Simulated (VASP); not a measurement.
Wanted: the native input for a VASP 6.6.1 run.

| Item | Value |
| --- | --- |
| Task | single point |
| Functional | PBE |
| Potentials or basis | VASP PAW PBE potentials, release 64 (Si) |
| Cutoff | 520 eV |
| k mesh | 2 × 2 × 2 |
| Occupations | gaussian, width 0.02 eV |
| Spin | no spin polarisation |
| Dipole correction | no |
| Further INCAR settings | LREAL = Auto; ALGO = Normal; EDIFF = 1e-07; NBANDS = 48 |

The structure of Si (a cell with a defect) lies in POSCAR:

```
Si
1.0
    0.0000000000      5.4300000000      5.4300000000
    5.4300000000      0.0000000000      5.4300000000
    5.4300000000      5.4300000000      0.0000000000
Si
17
Direct
   -0.0071589319      0.0021508287      0.0026607735
    0.1215650092      0.1281200737      0.1282408840
    0.0001798343     -0.0011045120      0.5005555249
    0.1214215470      0.1280243094      0.6224692449
    0.0002662983      0.5003976059     -0.0012081031
    0.1215819521      0.6218165746      0.1283292818
    0.0001930939      0.5002964088      0.5006260589
    0.1250086556      0.6250259669      0.6249445672
    0.5018909761      0.0020476980      0.0024362799
    0.6242834254      0.1246023941      0.1260788214
    0.5016406077      0.0017658379      0.4947085635
    0.6279642726      0.1280346225      0.6222675875
    0.5019487109      0.4931752302      0.0025752302
    0.6279948435      0.6217699816      0.1281913444
    0.4988835175      0.5002599448      0.5005098527
    0.6279478821      0.6215813996      0.6223909761
    0.3743030387      0.8746164825      0.8760450276
```

The input as run:

INCAR

```
PREC     = Accurate       # precision mode
ENCUT    = 520            # plane-wave cutoff, eV
EDIFF    = 1E-7           # SCF threshold, eV
ISMEAR   = 0              # smearing method
SIGMA    = 0.02           # smearing width, eV
LREAL    = Auto         
LASPH    = T              # aspherical terms in the spheres
NELM     = 80             # most SCF steps
ALGO     = Normal         # electronic algorithm
ISIF     = 2              # what is computed and relaxed
LWAVE    = F              # write WAVECAR
LCHARG   = F              # write CHGCAR
GGA      = PE             # functional
NBANDS   = 48             # bands
```

KPOINTS

```
Automatic mesh
0
Gamma
  2 2 2
```

Potentials or basis: VASP PAW PBE potentials, release 64 (Si).

Launch:

```sh
$ cat potpaw_PBE.64/Si/POTCAR > POTCAR
$ mpirun -np 1 vasp_std > vasp.out
```

Results of the run:

| Property | Result |
| --- | --- |
| Pressure | 5.3 GPa |
| Largest force | 0.026 eV/Å |
| Band gap on the k mesh | zero (bands 34 and 35 overlap by 0.25 eV) |

Caveat: the k points lie up to 0.50 Å⁻¹ apart.

Run time: 5.9 min on 1 thread of Intel Xeon 8259CL, on a shared host, peak memory 0.47 GiB.
